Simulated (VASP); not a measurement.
# Zn6HS6 (a cell with a defect) in VASP: further runs

The runs below take Zn6HS6 (a cell with a defect) through single point, with PBE.

All numbers are computed with VASP 6.6.1; they aren't measurements. Logs are shortened: lines on timing, memory, paths and dates and some standing lists are left out, and cuts for length are marked.

### 1 The cell of the first run

The cell holds a defect, 13 atoms: a = 6.305 Å, b = 6.658 Å, c = 6.658 Å, α = 120.00°, β = 90.00°, γ = 90.00°.

### 2 Single point, PBE

Contents of INCAR:

```
SYSTEM = Zn6HS6
PREC     = Accurate       ! precision mode
ENCUT    = 520            ! plane-wave cutoff, eV
EDIFF    = 1E-7           ! SCF threshold, eV
ISMEAR   = 0              ! smearing method
SIGMA    = 0.02           ! smearing width, eV
LREAL    = .False.        ! projectors in reciprocal space
LASPH    = .True.         ! aspherical terms in the spheres
NELM     = 60             ! most SCF steps
ALGO     = Normal         ! electronic algorithm
ISIF     = 2              ! what is computed and relaxed
LWAVE    = .False.        ! write WAVECAR
LCHARG   = .False.        ! write CHGCAR
GGA      = PE             ! functional
NELECT   = 110.0        
NBANDS   = 66             ! bands
```

Contents of KPOINTS:

```
regular mesh
0
Gamma
  2 2 2
  0 0 0
```

Contents of POSCAR:

```
Zn6HS6
1.0
    0.0000000000      0.0000000000      6.3046430411
   -5.7661004008     -3.3290596185      0.0000000000
    5.7661004007     -3.3290596186      0.0000000000
Zn S H
6 6 1
Direct
    0.0090360389      0.2801008763      0.9999981572
    0.0090538036      1.0000011404      0.2800660523
    0.0090214465      0.7198753580      0.7198720629
    0.4983108448      0.3197710599      0.3197714067
    0.4983232166      1.0000038048      0.6802424632
    0.4983167135      0.6802391984      0.0000042515
    0.3761074155      0.3464508499      1.0000041595
    0.3761155048      1.0000037475      0.3464554673
    0.3761004365      0.6535602793      0.6535607995
    0.8661784600      0.3556251869      0.3556198106
    0.8661911490      0.9999992392      0.6443774399
    0.8661843287      0.6443775059     -0.0000063483
    0.1464466733      0.0000142168      0.0000284379
```

Potentials or basis: VASP PAW PBE potentials, release 64 (Zn, S, H).

On the command line:

```bash
cat potpaw_PBE.64/Zn/POTCAR potpaw_PBE.64/S/POTCAR potpaw_PBE.64/H/POTCAR > POTCAR
mpirun -np 1 vasp_std > vasp.out
```

OUTCAR:

```text
SYSTEM = Zn6HS6
   PREC = Accurate
   ENCUT = 520
   EDIFF = 1E-7
   ISMEAR = 0
   LREAL = .False.
   LASPH = .True.
   NELM = 60
   ISIF = 2
   GGA = PE
   NELECT = 110.0

 ion  position               nearest neighbor table
   1  0.009  0.280  1.000-  11 2.34  10 2.34   7 2.36  12 2.59
   2  0.009  0.000  0.280-  12 2.34  10 2.34   8 2.36  11 2.59
   3  0.009  0.720  0.720-  11 2.34  12 2.34   9 2.36  10 2.59
   4  0.498  0.320  0.320-  10 2.33   9 2.35   8 2.35   7 2.35
   5  0.498  0.000  0.680-  11 2.33   8 2.35   7 2.35   9 2.35
   6  0.498  0.680  0.000-  12 2.33   7 2.35   8 2.35   9 2.35
   7  0.376  0.346  0.000-   6 2.35   4 2.35   5 2.35   1 2.36
   8  0.376  0.000  0.346-   5 2.35   4 2.35   6 2.35   2 2.36
   9  0.376  0.654  0.654-   4 2.35   6 2.35   5 2.35   3 2.36
  10  0.866  0.356  0.356-   4 2.33   1 2.34   2 2.34   3 2.59
  11  0.866  1.000  0.644-   5 2.33   3 2.34   1 2.34   2 2.59
  12  0.866  0.644  1.000-   6 2.33   3 2.34   2 2.34   1 2.59
  13  0.146  0.000  0.000-

  LATTYP: Found a hexagonal cell.
 ALAT       =     6.6581192371
 C/A-ratio  =     0.9469105038

  Lattice vectors:

 A1 = (  -5.7661004008,  -3.3290596185,   0.0000000000)
 A2 = (   5.7661004007,  -3.3290596186,   0.0000000000)
 A3 = (   0.0000000000,   0.0000000000,   6.3046430411)

Analysis of symmetry for initial positions (statically):
=====================================================================
 Subroutine PRICEL returns:
 Original cell was already a primitive cell.

 Routine SETGRP: Setting up the symmetry group for a
 hexagonal supercell.

 Subroutine GETGRP returns: Found  1 space group operations
 (whereof  1 operations were pure point group operations)
 out of a pool of 24 trial point group operations.

The static configuration has the point symmetry C_1 .

Analysis of symmetry for dynamics (positions and initial velocities):
=====================================================================
 Subroutine PRICEL returns:
 Original cell was already a primitive cell.

 Routine SETGRP: Setting up the symmetry group for a
 hexagonal supercell.

 Subroutine GETGRP returns: Found  1 space group operations
 (whereof  1 operations were pure point group operations)
 out of a pool of 24 trial point group operations.

The dynamic configuration has the point symmetry C_1 .

 Subroutine INISYM returns: Found  1 space group operations
 (whereof  1 operations are pure point group operations),
 and found     1 'primitive' translations

----------------------------------------------------------------------------------------

                                     Primitive cell

  volume of cell :     242.0440

  direct lattice vectors                    reciprocal lattice vectors
     0.000000000  0.000000000  6.304643041     0.000000000  0.000000000  0.158613262
    -5.766100401 -3.329059619  0.000000000    -0.086713717 -0.150192564  0.000000000
     5.766100401 -3.329059619  0.000000000     0.086713717 -0.150192564  0.000000000

  length of vectors
     6.304643041  6.658119237  6.658119237     0.158613262  0.173427435  0.173427435

  position of ions in fractional coordinates (direct lattice)
     0.009036039  0.280100876  0.999998157
     0.009053804  0.000001140  0.280066052
     0.009021447  0.719875358  0.719872063
     0.498310845  0.319771060  0.319771407
     0.498323217  0.000003805  0.680242463
     0.498316714  0.680239198  0.000004252
     0.376107416  0.346450850  0.000004160
     0.376115505  0.000003748  0.346455467
     0.376100437  0.653560279  0.653560799
     0.866178460  0.355625187  0.355619811
     0.866191149  0.999999239  0.644377440
     0.866184329  0.644377506  0.999993652
     0.146446673  0.000014217  0.000028438

  ion indices of the primitive-cell ions
   primitive index   ion index
                 1           1
                 2           2
                 3           3
                 4           4
                 5           5
                 6           6
                 7           7
                 8           8
                 9           9
                10          10
                11          11
                12          12
                13          13

----------------------------------------------------------------------------------------

 KPOINTS: regular mesh

Automatic generation of k-mesh.
 Grid dimensions read from file:
 generate k-points for:    2    2    2

 Generating k-lattice:

  Cartesian coordinates                     Fractional coordinates (reciprocal lattice)
     0.000000000  0.000000000  0.079306631     0.500000000  0.000000000  0.000000000
    -0.043356859 -0.075096282  0.000000000     0.000000000  0.500000000  0.000000000
     0.043356859 -0.075096282  0.000000000     0.000000000  0.000000000  0.500000000

  Length of vectors
     0.079306631  0.086713717  0.086713717

  Shift w.r.t. Gamma in fractional coordinates (k-lattice)
     0.000000000  0.000000000  0.000000000

 Subroutine IBZKPT returns following result:
 ===========================================

 Found      8 irreducible k-points:

 Following reciprocal coordinates:
            Coordinates               Weight
  0.000000  0.000000  0.000000      1.000000
  0.500000  0.000000  0.000000      1.000000
  0.000000  0.500000 -0.000000      1.000000
  0.000000  0.000000  0.500000      1.000000
  0.000000  0.500000  0.500000      1.000000
  0.500000  0.500000 -0.000000      1.000000
  0.500000  0.000000  0.500000      1.000000
  0.500000  0.500000  0.500000      1.000000
   k-points           NKPTS =      8   k-points in BZ     NKDIM =      8   number of bands    NBANDS=     66
   number of dos      NEDOS =    301   number of ions     NIONS =     13
   total plane-waves  NPLWV = 120000
   dimension x,y,z NGX =    48 NGY =   50 NGZ =   50
   dimension x,y,z NGXF=    96 NGYF=  100 NGZF=  100
   ions per type =               6   6   1
   NGX,Y,Z   is equivalent  to a cutoff of  12.66, 12.48, 12.48 a.u.
   NGXF,Y,Z  is equivalent  to a cutoff of  25.31, 24.97, 24.97 a.u.
 SYSTEM =  Zn6HS6
   PREC   = accura    normal or accurate (medium, high low for compatibility)
   ISTART =      0    job   : 0-new  1-cont  2-samecut
   ICHARG =      2    charge: 1-file 2-atom 10-const
   ISPIN  =      1    spin polarized calculation?
   LNONCOLLINEAR =      F non collinear calculations
   LSORBIT =      F    spin-orbit coupling
   LASPH  =      T    aspherical Exc in radial PAW
   ENCUT  =  520.0 eV  38.22 Ry    6.18 a.u.  11.72 12.38 12.38*2*pi/ulx,y,z
   NELM   =     60;   NELMIN=  2; NELMDL= -5     # of ELM steps
   EDIFF  = 0.1E-06   stopping-criterion for ELM
   LREAL  =      F    real-space projection
   EDIFFG = 0.1E-05   stopping-criterion for IOM
   NSW    =      0    number of steps for IOM
   IBRION =     -1    ionic relax: 0-MD 1-quasi-New 2-CG
   NFREE  =      0    steps in history (QN), initial steepest desc. (CG)
   ISIF   =      2    stress and relaxation
   ISYM   =      2    0-nonsym 1-usesym 2-fastsym
   POTIM  = 0.5000    time-step for ionic-motion
   TEBEG  =    0.0;   TEEND  =   0.0 temperature during run
   PSTRESS=    0.0 pullay stress
   NELECT =     110.0000    total number of electrons
   NUPDOWN=      -1.0000    fix difference up-down
   EMIN   =  10.00;   EMAX   =-10.00  energy-range for DOS
   EFERMI =   0.00;   METHOD = LEGACY
   ISMEAR =     0;   SIGMA  =   0.02  broadening in eV -4-tet -1-fermi 0-gaus
   EFERMI_NEDOS =   21; number of points for ismear=-14 and -15
   IALGO  =     38    algorithm
   IMIX   =      4    mixing-type and parameters
     AMIX     =   0.40;   BMIX     =  1.00
     AMIX_MAG =   1.60;   BMIX_MAG =  1.00
  volume/ion in A,a.u.               =      18.62       125.65
  Fermi-wavevector in a.u.,A,eV,Ry     =   1.258658  2.378518 21.554611  1.584219
  Thomas-Fermi vector in A             =   2.392256
   LORBIT       =      0    0 simple, 1 ext, 2 COOP (PROOUT), +10 PAW based schemes
   GGA     = PE    functional components
   LHFCALC =     F    Hartree Fock is set to
   AEXX    =    0.0000 exact exchange contribution
   IVDW    =     0    specifies the selected vdW correction
   LEPSILON=     F    determine dielectric tensor
   LRPA    =     F    only Hartree local field effects (RPA)
 non-spin polarized calculation
 Gauss-broadening in eV      SIGMA  =   0.02
  energy-cutoff  :      520.00
  volume of cell :      242.04
 maximum number of plane-waves:      6588
 NGX is ok and might be reduce to    48
   NGX = 23   NGY = 25   NGZ = 25

 number of electron     109.9999992 magnetization

 Free energy of the ion-electron system (eV)
  ---------------------------------------------------
  ext. energy  EPLUGINS =         0.00000000
  ---------------------------------------------------
  free energy    TOTEN  =       -39.23403139 eV

  energy without entropy =      -39.23403139  energy(sigma->0) =      -39.23403139

 E-fermi :   3.3680     XC(G=0):  -9.7106

 val. band max:        3.2451252158   @ k =   0.5000   0.0000   0.0000
 cond. band min:       4.4792644648   @ k =   0.0000   0.0000   0.0000
 fundamental gap:      1.2341392490
 Fermi energy:         3.3679710640

 k-point     1 :       0.0000    0.0000    0.0000
  band No.  band energies     occupation
      1     -11.1071      2.00000
      2     -10.1042      2.00000
      3     -10.1042      2.00000
      4     -10.0744      2.00000
      5      -9.6940      2.00000
      6      -9.6938      2.00000
[... 58 lines left out ...]
     65       8.4093      0.00000
     66       8.5835      0.00000

 k-point     2 :       0.5000    0.0000    0.0000
  band No.  band energies     occupation
      1     -10.8467      2.00000
      2     -10.4210      2.00000
      3     -10.0918      2.00000
      4     -10.0918      2.00000
      5      -9.6779      2.00000
      6      -9.6778      2.00000
[... 58 lines left out ...]
     65       8.4259      0.00000
     66       8.5358      0.00000

 k-point     3 :       0.0000    0.5000   -0.0000
  band No.  band energies     occupation
      1     -10.6348      2.00000
      2     -10.6171      2.00000
      3     -10.2393      2.00000
      4      -9.8385      2.00000
      5      -9.8238      2.00000
      6      -9.7202      2.00000
[... 58 lines left out ...]
     65       8.0277      0.00000
     66       8.5543      0.00000

 k-point     4 :       0.0000    0.0000    0.5000
  band No.  band energies     occupation
      1     -10.6348      2.00000
      2     -10.6171      2.00000
      3     -10.2393      2.00000
      4      -9.8385      2.00000
      5      -9.8239      2.00000
      6      -9.7202      2.00000
[... 58 lines left out ...]
     65       8.0276      0.00000
     66       8.5544      0.00000

 k-point     5 :       0.0000    0.5000    0.5000
  band No.  band energies     occupation
      1     -10.6348      2.00000
      2     -10.6171      2.00000
      3     -10.2393      2.00000
      4      -9.8384      2.00000
      5      -9.8240      2.00000
      6      -9.7202      2.00000
[... 58 lines left out ...]
     65       8.0275      0.00000
     66       8.5545      0.00000

 k-point     6 :       0.5000    0.5000   -0.0000
  band No.  band energies     occupation
      1     -10.4665      2.00000
      2     -10.4426      2.00000
      3     -10.1807      2.00000
      4     -10.0388      2.00000
      5     -10.0260      2.00000
      6      -9.7634      2.00000
[... 58 lines left out ...]
     65       7.7573      0.00000
     66       7.8739      0.00000

 k-point     7 :       0.5000    0.0000    0.5000
  band No.  band energies     occupation
      1     -10.4664      2.00000
      2     -10.4426      2.00000
      3     -10.1807      2.00000
      4     -10.0387      2.00000
      5     -10.0261      2.00000
      6      -9.7634      2.00000
[... 58 lines left out ...]
     65       7.7575      0.00000
     66       7.8738      0.00000

 k-point     8 :       0.5000    0.5000    0.5000
  band No.  band energies     occupation
      1     -10.4664      2.00000
      2     -10.4427      2.00000
      3     -10.1807      2.00000
      4     -10.0386      2.00000
      5     -10.0262      2.00000
      6      -9.7633      2.00000
[... 58 lines left out ...]
     65       7.7576      0.00000
     66       7.8737      0.00000

------------------------ aborting loop because EDIFF is reached ----------------------------------------

  FORCE on cell =-STRESS in cart. coord.  units (eV):
  Direction    XX          YY          ZZ          XY          YZ          ZX
  --------------------------------------------------------------------------------------
  -------------------------------------------------------------------------------------
  Total        8.9265099      8.9272426     11.0252811      0.0003761     -0.0005119      0.0003796
  in kB       59.0878249     59.0926745     72.9803568      0.0024894     -0.0033884      0.0025126
  external PRESSURE =      63.7202854 kB  Pullay stress =       0.0000000 kB

 VOLUME and BASIS-vectors are now :
 -----------------------------------------------------------------------------
  energy-cutoff  :      520.00
  volume of cell :      242.04
      direct lattice vectors                 reciprocal lattice vectors
     0.000000000  0.000000000  6.304643041     0.000000000  0.000000000  0.158613262
    -5.766100401 -3.329059619  0.000000000    -0.086713717 -0.150192564  0.000000000
     5.766100401 -3.329059619  0.000000000     0.086713717 -0.150192564  0.000000000

 POSITION                                       TOTAL-FORCE (eV/Angst)
 -----------------------------------------------------------------------------------
      4.15100     -4.26153      0.05697         0.190663      0.110079      0.030352
      1.61488     -0.93236      0.05708        -0.190997      0.110252      0.030514
     -0.00002     -4.79300      0.05688        -0.000012     -0.219861      0.030221
      0.00000     -2.12907      3.14167         0.000009     -0.114179      0.117558
      3.92232     -2.26458      3.14175        -0.098866      0.057109      0.117634
     -3.92230     -2.26457      3.14171         0.098892      0.057113      0.117583
     -1.99765     -1.15337      2.37122         0.117573      0.067834      0.017231
      1.99768     -1.15338      2.37127        -0.117479      0.067800      0.017296
      0.00000     -4.35148      2.37118         0.000011     -0.135828      0.017219
     -0.00003     -2.36778      5.46095         0.000017     -0.137026      0.026304
     -2.05055     -5.47423      5.46103        -0.118468      0.068381      0.026368
      2.05052     -5.47421      5.46098         0.118600      0.068434      0.026318
      0.00008     -0.00014      0.92329         0.000058     -0.000109     -0.574598
 -----------------------------------------------------------------------------------
    total drift:                               -0.000050      0.000060     -0.000117

  FREE ENERGIE OF THE ION-ELECTRON SYSTEM (eV)
  ---------------------------------------------------
  free  energy   TOTEN  =       -39.2340313942 eV

  energy  without entropy=      -39.2340313942  energy(sigma->0) =      -39.23403139
```

Run time: 3 min. Hardware: 1 thread of Intel Xeon Platinum 8259CL at 2.50GHz (Skylake/Cascade Lake), shared host; peak memory 0.39 GiB.

Results:

* Free energy: -39.2340 eV
* Largest force: 0.575 eV/Å

Forces on the atoms (eV/Å):
```
Zn   0.191  0.110  0.030
Zn  -0.191  0.110  0.031
Zn   0.000 -0.220  0.030
Zn   0.000 -0.114  0.118
Zn  -0.099  0.057  0.118
Zn   0.099  0.057  0.118
S    0.118  0.068  0.017
S   -0.117  0.068  0.017
S    0.000 -0.136  0.017
S    0.000 -0.137  0.026
S   -0.118  0.068  0.026
S    0.119  0.068  0.026
H    0.000  0.000 -0.575
```

Levels at points of the mesh, in eV from the Fermi level:
| k point | band 53 | band 54 | band 55 | band 56 | band 57 | band 58 |
| --- | --- | --- | --- | --- | --- | --- |
| (0.00, 0.00, 0.00) | -1.38 | -1.38 | -1.06 | 1.11 | 1.60 | 2.93 |
| (0.50, 0.00, 0.00) | -1.67 | -1.67 | -0.12 | 1.80 | 2.50 | 2.74 |
| (0.00, 0.50, 0.00) | -2.08 | -1.99 | -0.72 | 2.31 | 2.54 | 2.60 |
| (0.00, 0.00, 0.50) | -2.08 | -1.99 | -0.72 | 2.31 | 2.54 | 2.60 |
| (0.00, 0.50, 0.50) | -2.08 | -1.99 | -0.72 | 2.31 | 2.54 | 2.60 |
| (0.50, 0.50, 0.00) | -2.66 | -2.39 | -0.90 | 1.88 | 2.63 | 3.04 |
| (0.50, 0.00, 0.50) | -2.66 | -2.39 | -0.90 | 1.88 | 2.63 | 3.04 |
| (0.50, 0.50, 0.50) | -2.66 | -2.39 | -0.90 | 1.88 | 2.63 | 3.04 |

Caveat: the k points lie up to 0.54 Å⁻¹ apart; the cell carries a net charge on a neutralising background, which shifts energy and pressure; the cell is charged against a uniform background, so pressure and absolute levels hang on convention.

### 3 Single point, PBE

Contents of INCAR:

```
SYSTEM = Zn6HS6
  PREC = Accurate
  ENCUT = 520
  EDIFF = 1E-6
  ISMEAR = 0
  SIGMA = 0.02
  LREAL = .False.
  LASPH = .True.
  NELM = 100
  ALGO = Normal
  ISIF = 2
  LWAVE = .False.
  LCHARG = .False.
  GGA = PE
  NELECT = 110.0
  NBANDS = 66
```

Contents of KPOINTS:

```
Automatic mesh
0
Gamma
  2 2 2
  0 0 0
```

Contents of POSCAR:

```
Zn6HS6
1.0
    0.0000000000      0.0000000000      6.3046430411
   -5.7661004008     -3.3290596185      0.0000000000
    5.7661004007     -3.3290596186      0.0000000000
Zn S H
6 6 1
Direct
    0.0011742140      0.2756187370      0.9999982500
    0.0011819860      0.9999971016      0.2755988584
    0.0011658075      0.7243665787      0.7243608556
    0.5022062279      0.3345882376      0.3345896250
    0.5022165378      1.0000059188      0.6654274574
    0.5022120966      0.6654230733      0.0000017775
    0.3738300463      0.3331141530      1.0000064602
    0.3738341703      1.0000041716      0.3331146392
    0.3738240190      0.6668996845      0.6668982971
    0.8673133379      0.3700912869      0.3700937149
    0.8673233305      1.0000045879      0.6299097488
    0.8673190479      0.6299045025     -0.0000122085
    0.0784521815      0.0000091091      0.0000110168
```

Potentials or basis: VASP PAW PBE potentials, release 64 (Zn, S, H).

On the command line:

```bash
cat potpaw_PBE.64/Zn/POTCAR potpaw_PBE.64/S/POTCAR potpaw_PBE.64/H/POTCAR > POTCAR
mpirun -np 1 vasp_std > vasp.out
```

Wall time 2.6 min (1 thread of Intel Xeon Platinum 8259CL at 2.50GHz (Skylake/Cascade Lake), shared host); peak memory 0.39 GiB.

The run converged. Its results:

```
Free energy   : -39.4241 eV
Largest force : 0.015 eV/Å
```

Forces on the atoms (eV/Å):
```
Zn   0.002  0.001 -0.005
Zn  -0.001  0.001 -0.005
Zn   0.000 -0.002 -0.005
Zn   0.000  0.004  0.001
Zn   0.003 -0.002  0.001
Zn  -0.003 -0.002  0.001
S   -0.003 -0.002 -0.003
S    0.003 -0.002 -0.003
S    0.000  0.003 -0.002
S    0.000 -0.014  0.003
S   -0.012  0.007  0.003
S    0.013  0.007  0.003
H    0.000  0.000  0.011
```

Levels at points of the mesh, in eV from the Fermi level:
| k point | band 53 | band 54 | band 55 | band 56 | band 57 | band 58 |
| --- | --- | --- | --- | --- | --- | --- |
| (0.00, 0.00, 0.00) | -1.23 | -1.23 | -0.87 | 1.24 | 1.81 | 3.00 |
| (0.50, 0.00, 0.00) | -1.49 | -1.49 | -0.10 | 1.94 | 2.66 | 2.86 |
| (0.00, 0.50, 0.00) | -2.00 | -1.84 | -0.83 | 2.47 | 2.53 | 2.70 |
| (0.00, 0.00, 0.50) | -2.00 | -1.84 | -0.83 | 2.47 | 2.53 | 2.70 |
| (0.00, 0.50, 0.50) | -2.00 | -1.84 | -0.83 | 2.47 | 2.53 | 2.70 |
| (0.50, 0.50, 0.00) | -2.53 | -2.06 | -0.94 | 2.01 | 2.70 | 2.96 |
| (0.50, 0.00, 0.50) | -2.53 | -2.06 | -0.94 | 2.01 | 2.70 | 2.96 |
| (0.50, 0.50, 0.50) | -2.53 | -2.06 | -0.94 | 2.01 | 2.70 | 2.96 |

Caveat: the k points lie up to 0.54 Å⁻¹ apart; the cell carries a net charge on a neutralising background, which shifts energy and pressure; the cell is charged against a uniform background, so pressure and absolute levels hang on convention.
